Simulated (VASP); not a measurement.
Input of a VASP 6.6.1 run:

The input INCAR:

```
PREC     = Accurate       # precision mode
ENCUT    = 520            # plane-wave cutoff, eV
EDIFF    = 1E-6           # SCF threshold, eV
ISMEAR   = -1             # smearing method
SIGMA    = 0.05           # smearing width, eV
LREAL    = False          # projectors in reciprocal space
LASPH    = True           # aspherical terms in the spheres
NELM     = 150            # most SCF steps
ALGO     = Normal         # electronic algorithm
ISIF     = 2              # what is computed and relaxed
LWAVE    = False          # write WAVECAR
LCHARG   = False          # write CHGCAR
ISPIN    = 2              # spin polarisation
MAGMOM   = 4.5 4.5        # initial moments
LORBIT   = 11             # projections on sites
NUPDOWN  = 9.0            # fixed moment
LMAXMIX  = 4              # l up to which the mixer works
GGA      = PS             # functional
NBANDS   = 23             # bands
```

KPOINTS

```
Automatic mesh
0
Gamma
  9 9 5
```

The input POSCAR:

```
Cr
1.0
    2.7140000000      0.0000000000      0.0000000000
   -1.3570000000      2.3503929459      0.0000000000
    0.0000000000      0.0000000000      4.4100000000
Cr
2
Direct
    0.6666666667      0.3333333333      0.7500000000
    0.3333333333      0.6666666667      0.2500000000
```

Potentials or basis: VASP PAW PBE potentials, release 64 (Cr_pv).

Command:

```console
$ cat potpaw_PBE.64/Cr_pv/POTCAR > POTCAR
$ mpirun -np 1 vasp_std > vasp.out
```

Estimate the pressure.

45.4 GPa.

Stress tensor (GPa, compression positive):
```
44.23  0.00  0.00
 0.00 44.23  0.00
 0.00  0.00 47.86
```

Caveat: the cell stands under pressure; the PAW data sets were made with another functional, which shifts forces and pressure a little; the total moment is fixed, so each spin has its own Fermi level and the state may be an excited one.
